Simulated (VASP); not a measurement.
The system is GaN.

```
Ga N
1.0
     0.00000    2.24895    2.24895
     2.24895    0.00000    2.24895
     2.24895    2.24895    0.00000
Ga N
1 1
Direct
  0.00000 0.00000 0.00000
  0.75000 0.75000 0.75000
```

Base run:

- Program: VASP 6.6.1
- Functional: HSE06
- Potentials or basis: VASP PAW PBE potentials, release 64 (Ga_d, N)
- Cutoff: 520 eV
- k mesh: 6 × 6 × 6
- Occupations: gaussian, width 0.01 eV
- Spin: no spin polarisation

Its results: band gap on the k mesh 3.02 eV, direct; pressure -0.1 GPa.

The run is repeated on the same cell with these changes: functional from HSE06 to PBE. What comes out?

Band gap on the k mesh 1.76 eV, direct; pressure 6.2 GPa.

HSE06 gives the wider gap, since exact exchange removes part of the self-interaction.

Caveats: the PAW data sets were made with another functional, which shifts forces and pressure a little (some runs).

